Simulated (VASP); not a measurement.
# CdSe (I-4m2) in VASP: further runs

CdSe is run at these levels: LDA; tasks: single point.

Program: VASP 6.6.1. These are calculated values, not measurements. Logs are shortened: lines on timing, memory, paths and dates and some standing lists are left out, and cuts for length are marked.

### Step 1. The cell of the first run

Symmetry: I-4m2, No. 119, tetragonal system. The conventional cell has a = 4.333 Å, b = 4.333 Å, c = 5.828 Å, α = 90.00°, β = 90.00°, γ = 90.00°. Within 3.4 Å of Cd (site symmetry -4m2) lie 4 Se at 2.61 Å. Se (site symmetry -4m2) has 4 Cd at 2.61 Å within 3.4 Å.

### Step 2. Single point, LDA (in-plane strain +0.02, then relaxed in part)

Contents of INCAR:

```
SYSTEM = CdSe
ALGO     = Normal         ! electronic algorithm
EDIFF    = 1E-7           ! SCF threshold, eV
ENCUT    = 520            ! plane-wave cutoff, eV
GGA      = CA             ! functional
ISIF     = 2              ! what is computed and relaxed
ISMEAR   = 0              ! smearing method
LASPH    = .True.         ! aspherical terms in the spheres
LCHARG   = .False.        ! write CHGCAR
LREAL    = .False.        ! projectors in reciprocal space
LWAVE    = .False.        ! write WAVECAR
NBANDS   = 16             ! bands
NELM     = 100            ! most SCF steps
PREC     = Accurate       ! precision mode
SIGMA    = 0.01           ! smearing width, eV
```

Contents of KPOINTS:

```
k-points
0
Gamma
  6 6 6
  0 0 0
```

Contents of POSCAR:

```
CdSe
1.0
    3.0640735500      3.0640735500      0.0000000000
   -3.0640735500      3.0640735500      0.0000000000
    0.0000000000      3.0640735500      2.9138577475
Cd Se
1 1
Direct
    0.0000000000      0.0000000000      0.0000000000
    0.7500000000      0.2500000000      0.5000000000
```

Potentials or basis: VASP PAW LDA potentials, release 64 (Cd, Se).

On the command line:

```bash
$ cat potpaw_LDA.64/Cd/POTCAR potpaw_LDA.64/Se/POTCAR > POTCAR
$ mpirun -np 1 vasp_std > vasp.out
```

OUTCAR:

```text
SYSTEM = CdSe
   EDIFF = 1E-7
   ENCUT = 520
   GGA = CA
   ISIF = 2
   ISMEAR = 0
   LASPH = .True.
   LREAL = .False.
   NELM = 100
   PREC = Accurate

 ion  position               nearest neighbor table
   1  0.000  0.000  0.000-   2 2.61   2 2.61   2 2.61   2 2.61
   2  0.750  0.250  0.500-   1 2.61   1 2.61   1 2.61   1 2.61

  LATTYP: Found a body centered tetragonal cell.
 ALAT       =     4.3332543705
 C/A-ratio  =     1.3448819286

  Lattice vectors:

 A1 = (   3.0640735500,   0.0000000000,  -2.9138577475)
 A2 = (  -3.0640735500,   0.0000000000,  -2.9138577475)
 A3 = (   0.0000000000,   3.0640735500,   2.9138577475)

Analysis of symmetry for initial positions (statically):
=====================================================================
 Subroutine PRICEL returns:
 Original cell was already a primitive cell.

 Routine SETGRP: Setting up the symmetry group for a
 body centered tetragonal supercell.

 Subroutine GETGRP returns: Found  8 space group operations
 (whereof  8 operations were pure point group operations)
 out of a pool of 16 trial point group operations.

The static configuration has the point symmetry D_2d.

Analysis of symmetry for dynamics (positions and initial velocities):
=====================================================================
 Subroutine PRICEL returns:
 Original cell was already a primitive cell.

 Routine SETGRP: Setting up the symmetry group for a
 body centered tetragonal supercell.

 Subroutine GETGRP returns: Found  8 space group operations
 (whereof  8 operations were pure point group operations)
 out of a pool of 16 trial point group operations.

The dynamic configuration has the point symmetry D_2d.

 Subroutine INISYM returns: Found  8 space group operations
 (whereof  8 operations are pure point group operations),
 and found     1 'primitive' translations

----------------------------------------------------------------------------------------

                                     Primitive cell

  volume of cell :      54.7138

  direct lattice vectors                    reciprocal lattice vectors
     3.064073550  3.064073550  0.000000000     0.163181461  0.163181461 -0.171593826
    -3.064073550  3.064073550  0.000000000    -0.163181461  0.163181461 -0.171593826
     0.000000000  3.064073550  2.913857747     0.000000000  0.000000000  0.343187652

  length of vectors
     4.333254371  4.333254371  4.228370099     0.287577503  0.287577503  0.343187652

  position of ions in fractional coordinates (direct lattice)
     0.000000000  0.000000000  0.000000000
     0.750000000  0.250000000  0.500000000

  ion indices of the primitive-cell ions
   primitive index   ion index
                 1           1
                 2           2

----------------------------------------------------------------------------------------

 KPOINTS: k-points

Automatic generation of k-mesh.
 Grid dimensions read from file:
 generate k-points for:    6    6    6

 Generating k-lattice:

  Cartesian coordinates                     Fractional coordinates (reciprocal lattice)
     0.027196910  0.027196910 -0.028598971     0.166666667  0.000000000 -0.000000000
    -0.027196910  0.027196910 -0.028598971     0.000000000  0.166666667 -0.000000000
     0.000000000  0.000000000  0.057197942     0.000000000  0.000000000  0.166666667

  Length of vectors
     0.047929584  0.047929584  0.057197942

  Shift w.r.t. Gamma in fractional coordinates (k-lattice)
     0.000000000  0.000000000  0.000000000

 Subroutine IBZKPT returns following result:
 ===========================================

 Found     30 irreducible k-points:

 Following reciprocal coordinates:
            Coordinates               Weight
  0.000000  0.000000  0.000000      1.000000
  0.166667  0.000000  0.000000      8.000000
  0.333333  0.000000  0.000000      8.000000
  0.500000  0.000000  0.000000      4.000000
  0.166667  0.166667  0.000000      8.000000
  0.333333  0.166667  0.000000     16.000000
[... 16 lines left out ...]
 -0.333333 -0.333333  0.166667      4.000000
 -0.166667 -0.333333  0.166667     16.000000
 [... further k-points ...]
   k-points           NKPTS =     30   k-points in BZ     NKDIM =     30   number of bands    NBANDS=     16
   number of dos      NEDOS =    301   number of ions     NIONS =      2
   total plane-waves  NPLWV =  32768
   dimension x,y,z NGX =    32 NGY =   32 NGZ =   32
   dimension x,y,z NGXF=    64 NGYF=   64 NGZF=   64
   ions per type =               1   1
   NGX,Y,Z   is equivalent  to a cutoff of  12.28, 12.28, 12.58 a.u.
   NGXF,Y,Z  is equivalent  to a cutoff of  24.55, 24.55, 25.16 a.u.
 SYSTEM =  CdSe
   PREC   = accura    normal or accurate (medium, high low for compatibility)
   ISTART =      0    job   : 0-new  1-cont  2-samecut
   ICHARG =      2    charge: 1-file 2-atom 10-const
   ISPIN  =      1    spin polarized calculation?
   LNONCOLLINEAR =      F non collinear calculations
   LSORBIT =      F    spin-orbit coupling
   LASPH  =      T    aspherical Exc in radial PAW
   ENCUT  =  520.0 eV  38.22 Ry    6.18 a.u.   8.06  8.06  7.86*2*pi/ulx,y,z
   NELM   =    100;   NELMIN=  2; NELMDL= -5     # of ELM steps
   EDIFF  = 0.1E-06   stopping-criterion for ELM
   LREAL  =      F    real-space projection
   EDIFFG = 0.1E-05   stopping-criterion for IOM
   NSW    =      0    number of steps for IOM
   IBRION =     -1    ionic relax: 0-MD 1-quasi-New 2-CG
   NFREE  =      0    steps in history (QN), initial steepest desc. (CG)
   ISIF   =      2    stress and relaxation
   ISYM   =      2    0-nonsym 1-usesym 2-fastsym
   POTIM  = 0.5000    time-step for ionic-motion
   TEBEG  =    0.0;   TEEND  =   0.0 temperature during run
   PSTRESS=    0.0 pullay stress
   NELECT =      18.0000    total number of electrons
   NUPDOWN=      -1.0000    fix difference up-down
   EMIN   =  10.00;   EMAX   =-10.00  energy-range for DOS
   EFERMI =   0.00;   METHOD = LEGACY
   ISMEAR =     0;   SIGMA  =   0.01  broadening in eV -4-tet -1-fermi 0-gaus
   EFERMI_NEDOS =   21; number of points for ismear=-14 and -15
   IALGO  =     38    algorithm
   IMIX   =      4    mixing-type and parameters
     AMIX     =   0.40;   BMIX     =  1.00
     AMIX_MAG =   1.60;   BMIX_MAG =  1.00
  volume/ion in A,a.u.               =      27.36       184.61
  Fermi-wavevector in a.u.,A,eV,Ry     =   1.130143  2.135661 17.377679  1.277223
  Thomas-Fermi vector in A             =   2.266839
   LORBIT       =      0    0 simple, 1 ext, 2 COOP (PROOUT), +10 PAW based schemes
   GGA     = CA    functional components
   LHFCALC =     F    Hartree Fock is set to
   AEXX    =    0.0000 exact exchange contribution
   IVDW    =     0    specifies the selected vdW correction
   LEPSILON=     F    determine dielectric tensor
   LRPA    =     F    only Hartree local field effects (RPA)
 non-spin polarized calculation
 Gauss-broadening in eV      SIGMA  =   0.01
  energy-cutoff  :      520.00
  volume of cell :       54.71
 maximum number of plane-waves:      1506
   NGX = 17   NGY = 17   NGZ = 15

 number of electron      17.9999997 magnetization

 Free energy of the ion-electron system (eV)
  ---------------------------------------------------
  ext. energy  EPLUGINS =         0.00000000
  ---------------------------------------------------
  free energy    TOTEN  =        -6.75203251 eV

  energy without entropy =       -6.75203251  energy(sigma->0) =       -6.75203251

 E-fermi :   1.2604     XC(G=0):  -9.4146

 val. band max:        1.1420922777   @ k =   0.0000   0.0000   0.0000
 cond. band min:       1.4555063742   @ k =   0.0000   0.0000   0.0000
 fundamental gap:      0.3134140966
 Fermi energy:         1.2603862807

 k-point     1 :       0.0000    0.0000    0.0000
  band No.  band energies     occupation
      1     -11.7554      2.00000
      2      -7.0146      2.00000
      3      -7.0146      2.00000
      4      -6.9939      2.00000
      5      -6.6106      2.00000
      6      -6.5915      2.00000
[... 8 lines left out ...]
     15      11.8150      0.00000
     16      12.4550      0.00000

 k-point     2 :       0.1667    0.0000    0.0000
  band No.  band energies     occupation
      1     -11.6552      2.00000
      2      -6.9841      2.00000
      3      -6.9710      2.00000
      4      -6.9185      2.00000
      5      -6.6088      2.00000
      6      -6.5951      2.00000
[... 8 lines left out ...]
     15      11.0630      0.00000
     16      11.6637      0.00000

 k-point     3 :       0.3333    0.0000    0.0000
  band No.  band energies     occupation
      1     -11.4511      2.00000
      2      -6.9357      2.00000
      3      -6.9147      2.00000
      4      -6.6201      2.00000
      5      -6.5885      2.00000
      6      -6.5752      2.00000
[... 8 lines left out ...]
     15      11.5978      0.00000
     16      11.6440      0.00000

 k-point     4 :       0.5000    0.0000    0.0000
  band No.  band energies     occupation
      1     -11.3478      2.00000
      2      -6.9197      2.00000
      3      -6.8937      2.00000
      4      -6.5841      2.00000
      5      -6.5680      2.00000
      6      -6.2888      2.00000
[... 8 lines left out ...]
     15      13.0081      0.00000
     16      13.3858      0.00000

 k-point     5 :       0.1667    0.1667    0.0000
  band No.  band energies     occupation
      1     -11.5185      2.00000
      2      -6.9417      2.00000
      3      -6.9217      2.00000
      4      -6.7787      2.00000
      5      -6.6154      2.00000
      6      -6.5669      2.00000
[... 8 lines left out ...]
     15      11.6975      0.00000
     16      12.8361      0.00000

 k-point     6 :       0.3333    0.1667    0.0000
  band No.  band energies     occupation
      1     -11.3503      2.00000
      2      -6.9018      2.00000
      3      -6.8692      2.00000
      4      -6.6166      2.00000
      5      -6.5975      2.00000
      6      -6.3592      2.00000
[... 8 lines left out ...]
     15      11.9909      0.00000
     16      13.1681      0.00000

 k-point     7 :       0.5000    0.1667    0.0000
  band No.  band energies     occupation
      1     -11.3195      2.00000
      2      -6.8975      2.00000
      3      -6.8496      2.00000
      4      -6.6226      2.00000
      5      -6.5748      2.00000
      6      -6.2793      2.00000
[... 8 lines left out ...]
     15      12.6758      0.00000
     16      13.2338      0.00000

 k-point     8 :      -0.3333    0.1667   -0.0000
  band No.  band energies     occupation
      1     -11.4574      2.00000
      2      -6.9165      2.00000
      3      -6.8756      2.00000
      4      -6.7354      2.00000
      5      -6.5982      2.00000
      6      -6.5648      2.00000
[... 8 lines left out ...]
     15      12.3696      0.00000
     16      12.9863      0.00000

 k-point     9 :      -0.1667    0.1667    0.0000
  band No.  band energies     occupation
      1     -11.6252      2.00000
      2      -6.9540      2.00000
      3      -6.9412      2.00000
      4      -6.9287      2.00000
      5      -6.6272      2.00000
      6      -6.5813      2.00000
[... 8 lines left out ...]
     15      12.3244      0.00000
     16      12.7073      0.00000
[... 172 lines left out ...]
 k-point    19 :       0.3333    0.3333    0.1667
  band No.  band energies     occupation
      1     -11.3245      2.00000
      2      -6.8632      2.00000
      3      -6.8304      2.00000
      4      -6.6755      2.00000
      5      -6.5788      2.00000
      6      -6.3610      2.00000
[... 8 lines left out ...]
     15      13.2637      0.00000
     16      14.2420      0.00000

 k-point    20 :       0.5000    0.3333    0.1667
  band No.  band energies     occupation
      1     -11.2589      2.00000
      2      -6.8569      2.00000
      3      -6.8017      2.00000
      4      -6.6340      2.00000
      5      -6.5894      2.00000
      6      -6.1520      2.00000
[... 8 lines left out ...]
     15      12.8588      0.00000
     16      13.7281      0.00000

 k-point    21 :       0.5000    0.5000    0.1667
  band No.  band energies     occupation
      1     -11.2287      2.00000
      2      -6.8266      2.00000
      3      -6.7614      2.00000
      4      -6.6758      2.00000
      5      -6.5697      2.00000
      6      -6.1314      2.00000
[... 8 lines left out ...]
     15      13.6110      0.00000
     16      13.8185      0.00000

 k-point    22 :      -0.1667    0.5000    0.1667
  band No.  band energies     occupation
      1     -11.3228      2.00000
      2      -6.8629      2.00000
      3      -6.8303      2.00000
      4      -6.6717      2.00000
      5      -6.5756      2.00000
      6      -6.3760      2.00000
[... 8 lines left out ...]
     15      12.8276      0.00000
     16      13.9687      0.00000

 k-point    23 :      -0.3333   -0.3333    0.1667
  band No.  band energies     occupation
      1     -11.2228      2.00000
      2      -6.8018      2.00000
      3      -6.8003      2.00000
      4      -6.6576      2.00000
      5      -6.5804      2.00000
      6      -6.1258      2.00000
[... 8 lines left out ...]
     15      13.7862      0.00000
     16      14.4672      0.00000

 k-point    24 :      -0.1667   -0.3333    0.1667
  band No.  band energies     occupation
      1     -11.2502      2.00000
      2      -6.8482      2.00000
      3      -6.8107      2.00000
      4      -6.6422      2.00000
      5      -6.5902      2.00000
      6      -6.1356      2.00000
[... 8 lines left out ...]
     15      12.9300      0.00000
     16      14.3383      0.00000

 [... further k-points ...]
[... 5 lines left out ...]
  --------------------------------------------------------------------------------------
  -------------------------------------------------------------------------------------
  Total       -0.1332636     -0.1332636      0.1566105      0.0000000      0.0000000     -0.0000000
  in kB       -3.9023439     -3.9023439      4.5860081      0.0000000      0.0000000     -0.0000000
  external PRESSURE =      -1.0728932 kB  Pullay stress =       0.0000000 kB

 VOLUME and BASIS-vectors are now :
 -----------------------------------------------------------------------------
  energy-cutoff  :      520.00
  volume of cell :       54.71
      direct lattice vectors                 reciprocal lattice vectors
     3.064073550  3.064073550  0.000000000     0.163181461  0.163181461 -0.171593826
    -3.064073550  3.064073550  0.000000000    -0.163181461  0.163181461 -0.171593826
     0.000000000  3.064073550  2.913857747     0.000000000  0.000000000  0.343187652

 POSITION                                       TOTAL-FORCE (eV/Angst)
 -----------------------------------------------------------------------------------
      0.00000      0.00000      0.00000         0.000000     -0.000000      0.000000
      1.53204      4.59611      1.45693        -0.000000      0.000000      0.000000
 -----------------------------------------------------------------------------------
    total drift:                               -0.000000     -0.000000      0.000000

  FREE ENERGIE OF THE ION-ELECTRON SYSTEM (eV)
  ---------------------------------------------------
  free  energy   TOTEN  =        -6.7520325061 eV

  energy  without entropy=       -6.7520325061  energy(sigma->0) =       -6.75203251
```

Run time: 39 s. Hardware: 1 thread of AMD EPYC 7R13, shared host; peak memory 0.14 GiB.

Results:

```yaml
Free_energy: -6.7520 eV
Pressure: -0.1 GPa
Band_gap_on_the_k_mesh: 0.31 eV, direct
```

Caveat: the cell differs from its parent crystal (in-plane strain +0.02, then relaxed in part).

### Step 3. Single point, LDA (film at in-plane strain +0.02)

Contents of INCAR:

```
PREC     = Accurate       # precision mode
ENCUT    = 520            # plane-wave cutoff, eV
EDIFF    = 1E-7           # SCF threshold, eV
ISMEAR   = 0              # smearing method
SIGMA    = 0.01           # smearing width, eV
LREAL    = F              # projectors in reciprocal space
LASPH    = T              # aspherical terms in the spheres
NELM     = 100            # most SCF steps
ALGO     = Normal         # electronic algorithm
ISIF     = 2              # what is computed and relaxed
LWAVE    = F              # write WAVECAR
LCHARG   = F              # write CHGCAR
GGA      = CA             # functional
NBANDS   = 16             # bands
```

Contents of KPOINTS:

```
Automatic mesh
0
Gamma
  6 6 6
```

POSCAR is that of step 2.

Potentials or basis: VASP PAW LDA potentials, release 64 (Cd, Se).

On the command line:

```bash
$ cat potpaw_LDA.64/Cd/POTCAR potpaw_LDA.64/Se/POTCAR > POTCAR
$ mpirun -np 1 vasp_std > vasp.out
```

It took 43 s on 1 thread of AMD EPYC 7R13, shared host; peak memory 0.14 GiB.

The run converged. Its results:

```yaml
Free_energy: -6.7520 eV
Pressure: -0.1 GPa
Band_gap_on_the_k_mesh: 0.31 eV, direct
```

Stress tensor (GPa, compression positive):
```
-0.39  0.00  0.00
 0.00 -0.39  0.00
 0.00  0.00  0.46
```

Levels at points of the mesh, in eV from the valence-band top:
```tsv
k point	band 5	band 6	band 7	band 8	band 9	band 10	band 11	band 12	band 13	band 14
(0.00, 0.00, 0.00)	-7.75	-7.73	-0.15	-0.15	0.00	0.31	5.70	5.71	5.71	9.51
(0.50, 0.00, 0.00)	-7.71	-7.43	-4.74	-1.01	-0.79	2.11	6.05	6.43	7.19	9.75
(0.50, 0.50, 0.00)	-7.68	-7.39	-4.48	-2.04	-1.96	2.84	3.69	8.75	9.78	10.36
(0.00, 0.00, 0.50)	-7.67	-7.31	-4.19	-2.22	-2.22	2.68	3.24	9.23	10.04	10.04
```

Caveat: the cell differs from its parent crystal (film at in-plane strain +0.02).

### Step 4. Single point, LDA (in-plane strain +0.02)

Contents of INCAR:

```
ALGO = Normal
EDIFF = 1E-6
ENCUT = 520
ISIF = 2
ISMEAR = 0
LASPH = T
LCHARG = F
LREAL = F
LWAVE = F
NBANDS = 16
NELM = 60
PREC = Accurate
SIGMA = 0.01
```

Contents of KPOINTS:

```
k-points
0
Gamma
  6 6 6
```

POSCAR: that of step 3 with these lines changed.

```diff
@@ -4,3 +4,3 @@
    -3.0640735500      3.0640735500      0.0000000000
-    0.0000000000      3.0640735500      2.9138577475
+    0.0000000000      3.0640735500      2.9679457523
 Cd Se
```

On the command line:

```bash
$ cat potpaw_LDA.64/Cd/POTCAR potpaw_LDA.64/Se/POTCAR > POTCAR
$ mpirun -np 1 vasp_std > vasp.out
```

Run time: 39 s. Hardware: 1 thread of AMD EPYC 7R13, shared host; peak memory 0.14 GiB.

The run converged. Its results:

```yaml
Free_energy: -6.7513 eV
Pressure: -1.1 GPa
Band_gap_on_the_k_mesh: 0.31 eV, direct
```

Stress tensor (GPa, compression positive):
```
-1.28  0.00  0.00
 0.00 -1.28  0.00
 0.00  0.00 -0.69
```

Levels at points of the mesh, in eV from the valence-band top:
```csv
k point,band 6,band 7,band 8,band 9,band 10,band 11,band 12,band 13
"(0.00, 0.00, 0.00)",-7.66,-0.10,-0.10,0.00,0.31,5.73,5.74,5.74
"(0.50, 0.00, 0.00)",-7.36,-4.60,-0.91,-0.77,2.13,6.14,6.38,7.16
"(0.50, 0.50, 0.00)",-7.32,-4.33,-1.96,-1.91,2.89,3.65,8.76,9.83
"(0.00, 0.00, 0.50)",-7.27,-4.15,-2.07,-2.07,2.79,3.37,9.05,9.98
```

Caveat: the cell differs from its parent crystal (in-plane strain +0.02).
